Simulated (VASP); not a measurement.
# AgCl (Fm-3m) in VASP: further runs, part 2 of 2

VASP 6.6.1. Earlier steps stand in the parts before.

## (4) Single point, r2SCAN

This run uses another cell than the first one, of 18.56 Å³/atom.

Contents of POSCAR:

```
AgCl
1.0
    2.6477463407      2.6477463407      0.0000000000
   -2.6477463407      2.6477463407      0.0000000000
    0.0000000000      2.6477463407      2.6477463407
Ag Cl
1 1
Direct
    0.0000000000      0.0000000000      0.0000000000
    0.5000000000      0.5000000000      0.0000000000
```

Contents of INCAR.step1:

```
SYSTEM = AgCl
  PREC = Accurate
  ENCUT = 520
  ISMEAR = 0
  SIGMA = 0.01
  LREAL = .FALSE.
  LASPH = .TRUE.
  NELM = 60
  NBANDS = 16
  GGA = PE
  ALGO = Normal
  EDIFF = 1E-4
  LWAVE = .TRUE.
  LCHARG = .FALSE.
```

Contents of INCAR.step2:

```
SYSTEM = AgCl
  PREC = Accurate
  ENCUT = 520
  EDIFF = 1E-7
  ISMEAR = 0
  SIGMA = 0.01
  LREAL = .FALSE.
  LASPH = .TRUE.
  NELM = 60
  ALGO = Normal
  ISIF = 2
  LWAVE = .FALSE.
  LCHARG = .FALSE.
  METAGGA = R2SCAN
  LMIXTAU = .TRUE.
  NBANDS = 16
  ISTART = 1
```

Contents of KPOINTS:

```
Automatic mesh
0
G
  8 8 8
  0 0 0
```

Potentials or basis: VASP PAW PBE potentials, release 64 (Ag, Cl).

Started as:

```sh
$ cat potpaw_PBE.64/Ag/POTCAR potpaw_PBE.64/Cl/POTCAR > POTCAR
$ cp INCAR.step1 INCAR
$ mpirun -np 1 vasp_std > vasp.out
$ cp INCAR.step2 INCAR
$ mpirun -np 1 vasp_std > vasp.out
```

OUTCAR:

```text
SYSTEM = AgCl
   PREC = Accurate
   ENCUT = 520
   EDIFF = 1E-7
   ISMEAR = 0
   LREAL = .FALSE.
   LASPH = .TRUE.
   NELM = 60
   ISIF = 2
   METAGGA = R2SCAN
   ISTART = 1

 ion  position               nearest neighbor table
   1  0.000  0.000  0.000-   2 2.65   2 2.65   2 2.65   2 2.65   2 2.65   2 2.65
   2  0.500  0.500  0.000-   1 2.65   1 2.65   1 2.65   1 2.65   1 2.65   1 2.65

  LATTYP: Found a face centered cubic cell.
 ALAT       =     5.2954926814

  Lattice vectors:

 A1 = (   0.0000000000,   2.6477463407,   2.6477463407)
 A2 = (   2.6477463407,   0.0000000000,   2.6477463407)
 A3 = (   2.6477463407,   2.6477463407,   0.0000000000)

Analysis of symmetry for initial positions (statically):
=====================================================================
 Subroutine PRICEL returns:
 Original cell was already a primitive cell.

 Routine SETGRP: Setting up the symmetry group for a
 face centered cubic supercell.

 Subroutine GETGRP returns: Found 48 space group operations
 (whereof 48 operations were pure point group operations)
 out of a pool of 48 trial point group operations.

The static configuration has the point symmetry O_h .

Analysis of symmetry for dynamics (positions and initial velocities):
=====================================================================
 Subroutine PRICEL returns:
 Original cell was already a primitive cell.

 Routine SETGRP: Setting up the symmetry group for a
 face centered cubic supercell.

 Subroutine GETGRP returns: Found 48 space group operations
 (whereof 48 operations were pure point group operations)
 out of a pool of 48 trial point group operations.

The dynamic configuration has the point symmetry O_h .

 Subroutine INISYM returns: Found 48 space group operations
 (whereof 48 operations are pure point group operations),
 and found     1 'primitive' translations

----------------------------------------------------------------------------------------

                                     Primitive cell

  volume of cell :      37.1244

  direct lattice vectors                    reciprocal lattice vectors
     2.647746341  2.647746341  0.000000000     0.188839842  0.188839842 -0.188839842
    -2.647746341  2.647746341  0.000000000    -0.188839842  0.188839842 -0.188839842
     0.000000000  2.647746341  2.647746341     0.000000000  0.000000000  0.377679684

  length of vectors
     3.744478785  3.744478785  3.744478785     0.327080200  0.327080200  0.377679684

  position of ions in fractional coordinates (direct lattice)
     0.000000000  0.000000000  0.000000000
     0.500000000  0.500000000  0.000000000

  ion indices of the primitive-cell ions
   primitive index   ion index
                 1           1
                 2           2

----------------------------------------------------------------------------------------

 KPOINTS: Automatic mesh

Automatic generation of k-mesh.
 Grid dimensions read from file:
 generate k-points for:    8    8    8

 Generating k-lattice:

  Cartesian coordinates                     Fractional coordinates (reciprocal lattice)
     0.023604980  0.023604980 -0.023604980     0.125000000  0.000000000  0.000000000
    -0.023604980  0.023604980 -0.023604980     0.000000000  0.125000000  0.000000000
     0.000000000  0.000000000  0.047209960     0.000000000  0.000000000  0.125000000

  Length of vectors
     0.040885025  0.040885025  0.047209960

  Shift w.r.t. Gamma in fractional coordinates (k-lattice)
     0.000000000  0.000000000  0.000000000

 Subroutine IBZKPT returns following result:
 ===========================================

 Found     29 irreducible k-points:

 Following reciprocal coordinates:
            Coordinates               Weight
  0.000000  0.000000  0.000000      1.000000
  0.125000  0.000000  0.000000      8.000000
  0.250000  0.000000  0.000000      8.000000
  0.375000  0.000000  0.000000      8.000000
  0.500000  0.000000  0.000000      4.000000
  0.125000  0.125000  0.000000     12.000000
[... 16 lines left out ...]
  0.375000  0.250000  0.125000     48.000000
  0.500000  0.250000  0.125000     24.000000
 [... further k-points ...]
   k-points           NKPTS =     29   k-points in BZ     NKDIM =     29   number of bands    NBANDS=     16
   number of dos      NEDOS =    301   number of ions     NIONS =      2
   total plane-waves  NPLWV =  21952
   dimension x,y,z NGX =    28 NGY =   28 NGZ =   28
   dimension x,y,z NGXF=    56 NGYF=   56 NGZF=   56
   ions per type =               1   1
   NGX,Y,Z   is equivalent  to a cutoff of  12.43, 12.43, 12.43 a.u.
   NGXF,Y,Z  is equivalent  to a cutoff of  24.86, 24.86, 24.86 a.u.
 SYSTEM =  AgCl
   PREC   = accura    normal or accurate (medium, high low for compatibility)
   ISTART =      1    job   : 0-new  1-cont  2-samecut
   ICHARG =      0    charge: 1-file 2-atom 10-const
   ISPIN  =      1    spin polarized calculation?
   LNONCOLLINEAR =      F non collinear calculations
   LSORBIT =      F    spin-orbit coupling
   LASPH  =      T    aspherical Exc in radial PAW
   ENCUT  =  520.0 eV  38.22 Ry    6.18 a.u.   6.96  6.96  6.96*2*pi/ulx,y,z
   NELM   =     60;   NELMIN=  2; NELMDL=  0     # of ELM steps
   EDIFF  = 0.1E-06   stopping-criterion for ELM
   LREAL  =      F    real-space projection
   EDIFFG = 0.1E-05   stopping-criterion for IOM
   NSW    =      0    number of steps for IOM
   IBRION =     -1    ionic relax: 0-MD 1-quasi-New 2-CG
   NFREE  =      0    steps in history (QN), initial steepest desc. (CG)
   ISIF   =      2    stress and relaxation
   ISYM   =      2    0-nonsym 1-usesym 2-fastsym
   POTIM  = 0.5000    time-step for ionic-motion
   TEBEG  =    0.0;   TEEND  =   0.0 temperature during run
   PSTRESS=    0.0 pullay stress
   NELECT =      18.0000    total number of electrons
   NUPDOWN=      -1.0000    fix difference up-down
   EMIN   =  10.00;   EMAX   =-10.00  energy-range for DOS
   EFERMI =   0.00;   METHOD = LEGACY
   ISMEAR =     0;   SIGMA  =   0.01  broadening in eV -4-tet -1-fermi 0-gaus
   EFERMI_NEDOS =   21; number of points for ismear=-14 and -15
   IALGO  =     38    algorithm
   IMIX   =      4    mixing-type and parameters
     AMIX     =   0.40;   BMIX     =  1.00
     AMIX_MAG =   1.60;   BMIX_MAG =  1.00
  volume/ion in A,a.u.               =      18.56       125.26
  Fermi-wavevector in a.u.,A,eV,Ry     =   1.286113  2.430402 22.505232  1.654088
  Thomas-Fermi vector in A             =   2.418207
   LORBIT       =      0    0 simple, 1 ext, 2 COOP (PROOUT), +10 PAW based schemes
   METAGGA = R2SCAN    functional components
   LHFCALC =     F    Hartree Fock is set to
   AEXX    =    0.0000 exact exchange contribution
   IVDW    =     0    specifies the selected vdW correction
   LEPSILON=     F    determine dielectric tensor
   LRPA    =     F    only Hartree local field effects (RPA)
 non-spin polarized calculation
 Gauss-broadening in eV      SIGMA  =   0.01
  energy-cutoff  :      520.00
  volume of cell :       37.12
 maximum number of plane-waves:      1012
   NGX = 13   NGY = 13   NGZ = 13

 number of electron      17.9999994 magnetization

 Free energy of the ion-electron system (eV)
  ---------------------------------------------------
  ext. energy  EPLUGINS =         0.00000000
  ---------------------------------------------------
  free energy    TOTEN  =       -28.49372301 eV

  energy without entropy =      -28.49372301  energy(sigma->0) =      -28.49372301

 E-fermi :   5.5326     XC(G=0): -11.3003

 val. band max:        5.4626191603   @ k =   0.5000   0.0000   0.0000
 cond. band min:       6.9292371226   @ k =   0.0000   0.0000   0.0000
 fundamental gap:      1.4666179622
 Fermi energy:         5.5325527284

 k-point     1 :       0.0000    0.0000    0.0000
  band No.  band energies     occupation
      1     -11.4025      2.00000
      2       2.3643      2.00000
      3       2.3643      2.00000
      4       2.3643      2.00000
      5       2.3827      2.00000
      6       2.3827      2.00000
[... 8 lines left out ...]
     15      20.2200      0.00000
     16      20.2200      0.00000
[... 419 lines left out ...]
 k-point    24 :       0.5000    0.2500    0.1250
  band No.  band energies     occupation
      1     -10.7273      2.00000
      2      -0.6623      2.00000
      3       0.2166      2.00000
      4       0.2900      2.00000
      5       2.7901      2.00000
      6       2.8741      2.00000
[... 8 lines left out ...]
     15      20.1055      0.00000
     16      21.6483      0.00000

 [... further k-points ...]

------------------------ aborting loop because EDIFF is reached ----------------------------------------

  FORCE on cell =-STRESS in cart. coord.  units (eV):
  Direction    XX          YY          ZZ          XY          YZ          ZX
  --------------------------------------------------------------------------------------
  -------------------------------------------------------------------------------------
  Total        2.3013148      2.3013148      2.3013148     -0.0000000      0.0000000     -0.0000000
  in kB       99.3178891     99.3178891     99.3178891     -0.0000000      0.0000000     -0.0000000
  external PRESSURE =      99.3178891 kB  Pullay stress =       0.0000000 kB

 VOLUME and BASIS-vectors are now :
 -----------------------------------------------------------------------------
  energy-cutoff  :      520.00
  volume of cell :       37.12
      direct lattice vectors                 reciprocal lattice vectors
     2.647746341  2.647746341  0.000000000     0.188839842  0.188839842 -0.188839842
    -2.647746341  2.647746341  0.000000000    -0.188839842  0.188839842 -0.188839842
     0.000000000  2.647746341  2.647746341     0.000000000  0.000000000  0.377679684

 POSITION                                       TOTAL-FORCE (eV/Angst)
 -----------------------------------------------------------------------------------
      0.00000      0.00000      0.00000         0.000000      0.000000      0.000000
      0.00000      2.64775      0.00000        -0.000000     -0.000000      0.000000
 -----------------------------------------------------------------------------------
    total drift:                               -0.000000      0.000000     -0.000000

  FREE ENERGIE OF THE ION-ELECTRON SYSTEM (eV)
  ---------------------------------------------------
  free  energy   TOTEN  =       -28.4937230118 eV

  energy  without entropy=      -28.4937230118  energy(sigma->0) =      -28.49372301
```

Run time: 67 s. Hardware: 1 thread of Intel Xeon Platinum 8488C (Sapphire Rapids), shared host; peak memory 0.17 GiB.

Results:

* Free energy: -28.4937 eV
* Pressure: 9.9 GPa
* Band gap on the k mesh: 1.47 eV (least direct gap 4.28 eV)

Caveat: the cell stands under pressure; the PAW data sets were made with another functional, which shifts forces and pressure a little. A k mesh can miss the band edges.

## (5) Single point, r2SCAN

This run uses another cell than the first one, of 19.18 Å³/atom.

Contents of POSCAR:

```
AgCl
1.0
    2.6766827448      2.6766827448      0.0000000000
   -2.6766827448      2.6766827448      0.0000000000
    0.0000000000      2.6766827448      2.6766827448
Ag Cl
1 1
Direct
    0.0000000000      0.0000000000      0.0000000000
    0.5000000000      0.5000000000      0.0000000000
```

Contents of INCAR.step1:

```
PREC = Accurate
ENCUT = 520
ISMEAR = 0
SIGMA = 0.01
LREAL = F
LASPH = T
NELM = 60
NBANDS = 16
GGA = PE
ALGO = Normal
EDIFF = 1E-4
LWAVE = T
LCHARG = F
```

Contents of INCAR.step2:

```
PREC = Accurate
ENCUT = 520
EDIFF = 1E-6
ISMEAR = 0
SIGMA = 0.01
LREAL = F
LASPH = T
NELM = 60
ALGO = Normal
ISIF = 2
LWAVE = F
LCHARG = F
METAGGA = R2SCAN
LMIXTAU = T
NBANDS = 16
ISTART = 1
```

Contents of KPOINTS:

```
regular mesh
0
Gamma
  8 8 8
```

Started as:

```sh
$ cat potpaw_PBE.64/Ag/POTCAR potpaw_PBE.64/Cl/POTCAR > POTCAR
$ cp INCAR.step1 INCAR
$ mpirun -np 1 vasp_std > vasp.out
$ cp INCAR.step2 INCAR
$ mpirun -np 1 vasp_std > vasp.out
```

Run time: 47 s. Hardware: 1 thread of Intel Xeon Platinum 8488C (Sapphire Rapids), shared host; peak memory 0.17 GiB.

Results (log left out):

| Quantity | Value |
| --- | --- |
| Free energy | -28.5589 eV |
| Pressure | 7.0 GPa |
| Band gap on the k mesh | 1.45 eV (least direct gap 4.12 eV) |

Levels at points of the mesh, in eV from the valence-band top:
```
           k point  band 6  band 7  band 8  band 9  band 10  band 11  band 12  band 13
(0.00, 0.00, 0.00)   -2.92   -2.92   -2.87   -2.87     1.45    11.29    11.29    11.29
(0.50, 0.00, 0.00)   -2.45   -2.07    0.00    0.00     4.41     7.81     8.04     8.04
(0.50, 0.50, 0.00)   -2.63   -2.30   -2.30   -2.10     2.73     8.21     9.65    12.95
```

Caveat: the cell stands under pressure; the PAW data sets were made with another functional, which shifts forces and pressure a little. A k mesh can miss the band edges.

## (6) Single point, r2SCAN

This run uses another cell than the first one, of 19.94 Å³/atom.

Contents of POSCAR:

```
AgCl
1.0
    2.7119267704      2.7119267704      0.0000000000
   -2.7119267704      2.7119267704      0.0000000000
    0.0000000000      2.7119267704      2.7119267704
Ag Cl
1 1
Direct
    0.0000000000      0.0000000000      0.0000000000
    0.5000000000      0.5000000000      0.0000000000
```

Contents of INCAR.step1:

```
SYSTEM = AgCl
ALGO = Normal ; EDIFF = 1E-4
ENCUT = 520 ; GGA = PE
ISMEAR = 0 ; LASPH = .True.
LCHARG = .False. ; LREAL = .False.
LWAVE = .True. ; NBANDS = 16
NELM = 100 ; PREC = Accurate
SIGMA = 0.01
```

Contents of INCAR.step2:

```
SYSTEM = AgCl
ALGO = Normal ; EDIFF = 1E-7
ENCUT = 520 ; ISIF = 2
ISMEAR = 0 ; ISTART = 1
LASPH = .True. ; LCHARG = .False.
LMIXTAU = .True. ; LREAL = .False.
LWAVE = .False. ; METAGGA = R2SCAN
NBANDS = 16 ; NELM = 100
PREC = Accurate ; SIGMA = 0.01
```

Contents of KPOINTS:

```
k-points
0
Gamma
  8 8 8
  0 0 0
```

Potentials or basis: VASP PAW PBE potentials, release 64 (Ag, Cl).

Started as:

```sh
$ cat potpaw_PBE.64/Ag/POTCAR potpaw_PBE.64/Cl/POTCAR > POTCAR
$ cp INCAR.step1 INCAR
$ mpirun -np 1 vasp_std > vasp.out
$ cp INCAR.step2 INCAR
$ mpirun -np 1 vasp_std > vasp.out
```

Wall time 62 s (1 thread of Intel Xeon Platinum 8488C (Sapphire Rapids), shared host); peak memory 0.18 GiB.

It converged, with:

```
Free energy            : -28.6112 eV
Pressure               : 3.9 GPa
Band gap on the k mesh : 1.43 eV (least direct gap 3.95 eV)
```

Levels at points of the mesh, in eV from the valence-band top:
```tsv
k point	band 6	band 7	band 8	band 9	band 10	band 11	band 12	band 13
(0.00, 0.00, 0.00)	-2.73	-2.73	-2.68	-2.68	1.43	11.31	11.31	11.31
(0.50, 0.00, 0.00)	-2.30	-1.94	0.00	0.00	4.52	7.56	8.13	8.13
(0.50, 0.50, 0.00)	-2.46	-2.16	-2.16	-2.00	2.81	8.26	9.49	12.72
```

Caveat: the cell stands under pressure; the PAW data sets were made with another functional, which shifts forces and pressure a little. A k mesh can miss the band edges.

## (7) Overview

```csv
cell,gap on the mesh (eV),pressure (GPa)
"a = 3.687 Å, angles 60.0, 60.0, 90.0°, 2 atoms",1.51,15.0
"a = 3.744 Å, angles 60.0, 60.0, 90.0°, 2 atoms",1.47,9.9
"a = 3.785 Å, angles 60.0, 60.0, 90.0°, 2 atoms",1.45,7.0
"a = 3.835 Å, angles 60.0, 60.0, 90.0°, 2 atoms",1.43,3.9
```

Alike in all rows: task single point; level r2SCAN; potentials or basis VASP PAW PBE potentials, release 64 (Ag, Cl); no spin polarisation; k mesh 8 × 8 × 8; cutoff (eV) 520; smearing gaussian 0.01 eV.

Caveats: the cell stands under pressure; the PAW data sets were made with another functional, which shifts forces and pressure a little.

Absolute energies hang on the potentials; compare differences alone.
